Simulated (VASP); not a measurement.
# BaTe (R-3m) in VASP: a series of runs

BaTe is run at these levels: PBE; tasks: single point.

All numbers are computed with VASP 6.6.1; they aren't measurements. Logs are shortened: lines on timing, memory, paths and dates and some standing lists are left out, and cuts for length are marked.

## Step 1: The cell of the first run

It takes space group R-3m (No. 166, trigonal). Conventional cell: a = 5.673 Å, b = 5.673 Å, c = 8.337 Å, α = 90.00°, β = 90.00°, γ = 120.00°. Within 4.7 Å of Ba (site symmetry -3m) lie 8 Te at 3.56 to 4.17 Å and 6 Ba at 4.30 Å. Te (site symmetry -3m) has 8 Ba at 3.56 to 4.17 Å and 6 Te at 4.30 Å within 4.7 Å.

## Step 2: Single point, PBE

INCAR

```
SYSTEM = BaTe
PREC = Accurate ; ENCUT = 520
EDIFF = 1E-7 ; ISMEAR = 0
SIGMA = 0.05 ; LREAL = .False.
LASPH = .True. ; NELM = 100
ALGO = Normal ; ISIF = 2
LWAVE = .False. ; LCHARG = .True.
GGA = PE ; LELF = .True.
LVHAR = .True. ; NBANDS = 15
```

KPOINTS

```
Automatic mesh
0
Gamma
  8 8 8
  0 0 0
```

POSCAR

```
BaTe
1.0
    4.2785430164      0.2674089385      0.2674089385
    0.2674089385      4.2785430164      0.2674089385
    0.2674089385      0.2674089385      4.2785430164
Ba Te
1 1
Direct
    0.0000000000      0.0000000000      0.0000000000
    0.5000000000      0.5000000000      0.5000000000
```

Potentials or basis: VASP PAW PBE potentials, release 64 (Ba_sv, Te).

Launch:

```console
> cat potpaw_PBE.64/Ba_sv/POTCAR potpaw_PBE.64/Te/POTCAR > POTCAR
> mpirun -np 1 vasp_std > vasp.out
```

OUTCAR:

```text
SYSTEM = BaTe
   PREC = Accurate
   ENCUT = 520
   EDIFF = 1E-7
   ISMEAR = 0
   LREAL = .False.
   LASPH = .True.
   NELM = 100
   ISIF = 2
   GGA = PE

 ion  position               nearest neighbor table
   1  0.000  0.000  0.000-   2 3.56   2 3.56   2 3.56   2 3.56   2 3.56   2 3.56   2 4.17   2 4.17

   2  0.500  0.500  0.500-   1 3.56   1 3.56   1 3.56   1 3.56   1 3.56   1 3.56   1 4.17   1 4.17

  LATTYP: Found a trigonal (rhomboedric) cell.
 ALAT       =     4.2952235593
 COS(alpha) =     0.1279069767

  Lattice vectors:

 A1 = (   4.2785430164,   0.2674089385,   0.2674089385)
 A2 = (   0.2674089385,   4.2785430164,   0.2674089385)
 A3 = (   0.2674089385,   0.2674089385,   4.2785430164)

Analysis of symmetry for initial positions (statically):
=====================================================================
 Subroutine PRICEL returns:
 Original cell was already a primitive cell.

 Routine SETGRP: Setting up the symmetry group for a
 trigonal (rhombohedral) supercell.

 Subroutine GETGRP returns: Found 12 space group operations
 (whereof 12 operations were pure point group operations)
 out of a pool of 12 trial point group operations.

The static configuration has the point symmetry D_3d.

Analysis of symmetry for dynamics (positions and initial velocities):
=====================================================================
 Subroutine PRICEL returns:
 Original cell was already a primitive cell.

 Routine SETGRP: Setting up the symmetry group for a
 trigonal (rhombohedral) supercell.

 Subroutine GETGRP returns: Found 12 space group operations
 (whereof 12 operations were pure point group operations)
 out of a pool of 12 trial point group operations.

The dynamic configuration has the point symmetry D_3d.

 Subroutine INISYM returns: Found 12 space group operations
 (whereof 12 operations are pure point group operations),
 and found     1 'primitive' translations

----------------------------------------------------------------------------------------

                                     Primitive cell

  volume of cell :      77.4431

  direct lattice vectors                    reciprocal lattice vectors
     4.278543016  0.267408939  0.267408939     0.235455716 -0.013850336 -0.013850336
     0.267408939  4.278543016  0.267408939    -0.013850336  0.235455716 -0.013850336
     0.267408939  0.267408939  4.278543016    -0.013850336 -0.013850336  0.235455716

  length of vectors
     4.295223559  4.295223559  4.295223559     0.236269036  0.236269036  0.236269036

  position of ions in fractional coordinates (direct lattice)
     0.000000000  0.000000000  0.000000000
     0.500000000  0.500000000  0.500000000

  ion indices of the primitive-cell ions
   primitive index   ion index
                 1           1
                 2           2

----------------------------------------------------------------------------------------

 KPOINTS: Automatic mesh

Automatic generation of k-mesh.
 Grid dimensions read from file:
 generate k-points for:    8    8    8

 Generating k-lattice:

  Cartesian coordinates                     Fractional coordinates (reciprocal lattice)
     0.029431964 -0.001731292 -0.001731292     0.125000000 -0.000000000  0.000000000
    -0.001731292  0.029431964 -0.001731292    -0.000000000  0.125000000  0.000000000
    -0.001731292 -0.001731292  0.029431964     0.000000000  0.000000000  0.125000000

  Length of vectors
     0.029533630  0.029533630  0.029533630

  Shift w.r.t. Gamma in fractional coordinates (k-lattice)
     0.000000000  0.000000000  0.000000000

 Subroutine IBZKPT returns following result:
 ===========================================

 Found     65 irreducible k-points:

 Following reciprocal coordinates:
            Coordinates               Weight
  0.000000  0.000000  0.000000      1.000000
  0.125000 -0.000000  0.000000      6.000000
  0.250000 -0.000000  0.000000      6.000000
  0.375000  0.000000  0.000000      6.000000
  0.500000 -0.000000  0.000000      3.000000
  0.125000  0.125000  0.000000      6.000000
[... 16 lines left out ...]
  0.250000  0.125000  0.125000      6.000000
  0.375000  0.125000  0.125000      6.000000
 [... further k-points ...]
   k-points           NKPTS =     65   k-points in BZ     NKDIM =     65   number of bands    NBANDS=     15
   number of dos      NEDOS =    301   number of ions     NIONS =      2
   total plane-waves  NPLWV =  32768
   dimension x,y,z NGX =    32 NGY =   32 NGZ =   32
   dimension x,y,z NGXF=    64 NGYF=   64 NGZF=   64
   ions per type =               1   1
   NGX,Y,Z   is equivalent  to a cutoff of  12.39, 12.39, 12.39 a.u.
   NGXF,Y,Z  is equivalent  to a cutoff of  24.77, 24.77, 24.77 a.u.
 SYSTEM =  BaTe
   PREC   = accura    normal or accurate (medium, high low for compatibility)
   ISTART =      0    job   : 0-new  1-cont  2-samecut
   ICHARG =      2    charge: 1-file 2-atom 10-const
   ISPIN  =      1    spin polarized calculation?
   LNONCOLLINEAR =      F non collinear calculations
   LSORBIT =      F    spin-orbit coupling
   LASPH  =      T    aspherical Exc in radial PAW
   ENCUT  =  520.0 eV  38.22 Ry    6.18 a.u.   7.99  7.99  7.99*2*pi/ulx,y,z
   NELM   =    100;   NELMIN=  2; NELMDL= -5     # of ELM steps
   EDIFF  = 0.1E-06   stopping-criterion for ELM
   LREAL  =      F    real-space projection
   EDIFFG = 0.1E-05   stopping-criterion for IOM
   NSW    =      0    number of steps for IOM
   IBRION =     -1    ionic relax: 0-MD 1-quasi-New 2-CG
   NFREE  =      0    steps in history (QN), initial steepest desc. (CG)
   ISIF   =      2    stress and relaxation
   ISYM   =      2    0-nonsym 1-usesym 2-fastsym
   POTIM  = 0.5000    time-step for ionic-motion
   TEBEG  =    0.0;   TEEND  =   0.0 temperature during run
   PSTRESS=    0.0 pullay stress
   NELECT =      16.0000    total number of electrons
   NUPDOWN=      -1.0000    fix difference up-down
   EMIN   =  10.00;   EMAX   =-10.00  energy-range for DOS
   EFERMI =   0.00;   METHOD = LEGACY
   ISMEAR =     0;   SIGMA  =   0.05  broadening in eV -4-tet -1-fermi 0-gaus
   EFERMI_NEDOS =   21; number of points for ismear=-14 and -15
   IALGO  =     38    algorithm
   IMIX   =      4    mixing-type and parameters
     AMIX     =   0.40;   BMIX     =  1.00
     AMIX_MAG =   1.60;   BMIX_MAG =  1.00
  volume/ion in A,a.u.               =      38.72       261.31
  Fermi-wavevector in a.u.,A,eV,Ry     =   0.967804  1.828884 12.743813  0.936644
  Thomas-Fermi vector in A             =   2.097720
   LORBIT       =      0    0 simple, 1 ext, 2 COOP (PROOUT), +10 PAW based schemes
   GGA     = PE    functional components
   LHFCALC =     F    Hartree Fock is set to
   AEXX    =    0.0000 exact exchange contribution
   IVDW    =     0    specifies the selected vdW correction
   LEPSILON=     F    determine dielectric tensor
   LRPA    =     F    only Hartree local field effects (RPA)
 non-spin polarized calculation
 Gauss-broadening in eV      SIGMA  =   0.05
  energy-cutoff  :      520.00
  volume of cell :       77.44
 maximum number of plane-waves:      2110
   NGX = 15   NGY = 15   NGZ = 15

 number of electron      15.9999999 magnetization

 Free energy of the ion-electron system (eV)
  ---------------------------------------------------
  ext. energy  EPLUGINS =         0.00000000
  ---------------------------------------------------
  free energy    TOTEN  =        -8.26892313 eV

  energy without entropy =       -8.26892313  energy(sigma->0) =       -8.26892313

 E-fermi :   3.9730     XC(G=0):  -8.7622

 val. band max:        3.6697668850   @ k =   0.5000   0.5000   0.0000
 cond. band min:       4.6624578812   @ k =   0.5000   0.5000   0.0000
 fundamental gap:      0.9926909962
 Fermi energy:         3.9729917486

 k-point     1 :       0.0000    0.0000    0.0000
  band No.  band energies     occupation
      1     -24.2291      2.00000
      2      -9.2966      2.00000
      3      -9.2966      2.00000
      4      -9.2782      2.00000
      5      -6.6133      2.00000
      6       3.2887      2.00000
      7       3.2887      2.00000
      8       3.5657      2.00000
      9       4.6905      0.00000
     10       4.6905      0.00000
     11       6.0097      0.00000
     12       7.7769      0.00000
     13       7.7769      0.00000
     14       9.1022      0.00000
     15      12.7974      0.00000

 k-point     2 :       0.1250   -0.0000    0.0000
  band No.  band energies     occupation
      1     -24.2255      2.00000
      2      -9.3884      2.00000
      3      -9.2885      2.00000
      4      -9.2796      2.00000
      5      -6.4900      2.00000
      6       2.5989      2.00000
      7       3.1150      2.00000
      8       3.4374      2.00000
      9       4.8159      0.00000
     10       5.2172      0.00000
     11       6.5840      0.00000
     12       7.9689      0.00000
     13       8.0318      0.00000
     14       8.9795      0.00000
     15      11.7252      0.00000

 k-point     3 :       0.2500   -0.0000    0.0000
  band No.  band energies     occupation
      1     -24.2167      2.00000
      2      -9.5969      2.00000
      3      -9.2726      2.00000
      4      -9.2690      2.00000
      5      -6.2031      2.00000
      6       1.5175      2.00000
      7       2.7618      2.00000
      8       3.3259      2.00000
      9       5.1290      0.00000
     10       6.1865      0.00000
     11       7.3721      0.00000
     12       8.4174      0.00000
     13       8.6687      0.00000
     14       9.0660      0.00000
     15      10.3713      0.00000
[... 343 lines left out ...]
 k-point    23 :       0.2500    0.1250    0.1250
  band No.  band energies     occupation
      1     -24.2106      2.00000
      2      -9.5374      2.00000
      3      -9.3258      2.00000
      4      -9.3050      2.00000
      5      -6.2369      2.00000
      6       1.7827      2.00000
      7       2.4718      2.00000
      8       3.1352      2.00000
      9       5.2924      0.00000
     10       6.1088      0.00000
     11       7.3558      0.00000
     12       7.5184      0.00000
     13       8.6822      0.00000
     14       8.8673      0.00000
     15      11.6326      0.00000

 k-point    24 :       0.3750    0.1250    0.1250
  band No.  band energies     occupation
      1     -24.2018      2.00000
      2      -9.7170      2.00000
      3      -9.3135      2.00000
      4      -9.2848      2.00000
      5      -6.0019      2.00000
      6       1.0068      2.00000
      7       2.2048      2.00000
      8       3.3002      2.00000
      9       5.5595      0.00000
     10       6.5627      0.00000
     11       7.2668      0.00000
     12       8.0521      0.00000
     13       9.4287      0.00000
     14       9.6850      0.00000
     15      10.6057      0.00000

 [... further k-points ...]

------------------------ aborting loop because EDIFF is reached ----------------------------------------

  FORCE on cell =-STRESS in cart. coord.  units (eV):
  Direction    XX          YY          ZZ          XY          YZ          ZX
  --------------------------------------------------------------------------------------
  -------------------------------------------------------------------------------------
  Total        0.5525807      0.5525807      0.5525807     -0.0346716     -0.0346716     -0.0346716
  in kB       11.4320333     11.4320333     11.4320333     -0.7173013     -0.7173013     -0.7173013
  external PRESSURE =      11.4320333 kB  Pullay stress =       0.0000000 kB

 VOLUME and BASIS-vectors are now :
 -----------------------------------------------------------------------------
  energy-cutoff  :      520.00
  volume of cell :       77.44
      direct lattice vectors                 reciprocal lattice vectors
     4.278543016  0.267408939  0.267408939     0.235455716 -0.013850336 -0.013850336
     0.267408939  4.278543016  0.267408939    -0.013850336  0.235455716 -0.013850336
     0.267408939  0.267408939  4.278543016    -0.013850336 -0.013850336  0.235455716

 POSITION                                       TOTAL-FORCE (eV/Angst)
 -----------------------------------------------------------------------------------
      0.00000      0.00000      0.00000        -0.000000      0.000000      0.000000
      2.40668      2.40668      2.40668         0.000000     -0.000000      0.000000
 -----------------------------------------------------------------------------------
    total drift:                               -0.000000      0.000000     -0.000000

  FREE ENERGIE OF THE ION-ELECTRON SYSTEM (eV)
  ---------------------------------------------------
  free  energy   TOTEN  =        -8.2689231335 eV

  energy  without entropy=       -8.2689231335  energy(sigma->0) =       -8.26892313
```

Wall time 39 s (1 thread of Intel Xeon Platinum 8488C (Sapphire Rapids), shared host); peak memory 0.23 GiB.

What came out:

* Free energy: -8.2689 eV
* Pressure: 1.1 GPa
* Band gap on the k mesh: 0.99 eV

Stress tensor (GPa, compression positive):
```
 1.14 -0.07 -0.07
-0.07  1.14 -0.07
-0.07 -0.07  1.14
```

Caveat: spin-orbit coupling is left out, which moves the levels of the heavy elements.

[end of part 1 of 2]
